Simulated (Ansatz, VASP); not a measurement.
One calculation of AlAs, two programs

The input INCAR:

```
SYSTEM = AlAs
ALGO = Normal
EDIFF = 1E-6
ENCUT = 500
GGA = PE
GGA_COMPAT = .False.
ISIF = 2
ISMEAR = 0
LASPH = .True.
LCHARG = .True.
LELF = .True.
LREAL = .False.
LVHAR = .True.
LWAVE = .False.
NBANDS = 11
NELM = 120
PREC = Accurate
SIGMA = 0.1
```

File KPOINTS:

```
k-points
0
Gamma
  6 6 6
  0 0 0
```

POSCAR

```
AlAs
1.0
    0.0000000000      2.8305000000      2.8305000000
    2.8305000000      0.0000000000      2.8305000000
    2.8305000000      2.8305000000      0.0000000000
Al As
1 1
Direct
    0.0000000000      0.0000000000      0.0000000000
    0.2500000000      0.2500000000      0.2500000000
```

Input for Ansatz:

```yaml
crystal:
  lattice:
    - [0.0, 2.8305, 2.8305]
    - [2.8305, 0.0, 2.8305]
    - [2.8305, 2.8305, 0.0]
  atoms:
    - { symbol: Al, position: [0.0, 0.0, 0.0] }
    - { symbol: As, position: [0.25, 0.25, 0.25] }
basis:
  ecutwfc: 420
kpoints:
  mp_grid: { grid: [6, 6, 6] }
hamiltonian:
  xc: pbe
  pseudopotentials: { kind: paw, azcp: { folder: soft_1 } }
scf:
  occupations: { method: gaussian, width: 0.1 }
output:
  forces: true
  stress: true
  eigenvalues: true
```

Alike in both runs: task single point; functional PBE; k mesh 6 × 6 × 6; occupations gaussian, width 0.1 eV; no spin polarisation.

|  | VASP | Ansatz |
| --- | --- | --- |
| version | VASP 6.6.1 | Ansatz 0.2.0 |
| potentials or method | VASP PAW PBE potentials, release 64 (Al, As), cutoff 500 eV | scalar-relativistic, plane waves, PAW |
| valence electrons in the cell | 8 | 18 |

Ansatz gave:

```
gap on the k mesh at the Fermi level (eV) : 1.44
least direct gap on the mesh (eV)         : 2.05
pressure (GPa)                            : 2.6
```

Problem. Estimate VASP's values.

Solution. gap on the k mesh at the Fermi level (eV): 1.43; least direct gap on the mesh (eV): 2.06; pressure (GPa): 2.8.

With one functional, cell and mesh, what is left measures potentials, basis and numerics. VASP's potentials hold 8 valence electrons a cell and Ansatz's 18, so a difference there can come from the potentials and not from the codes.
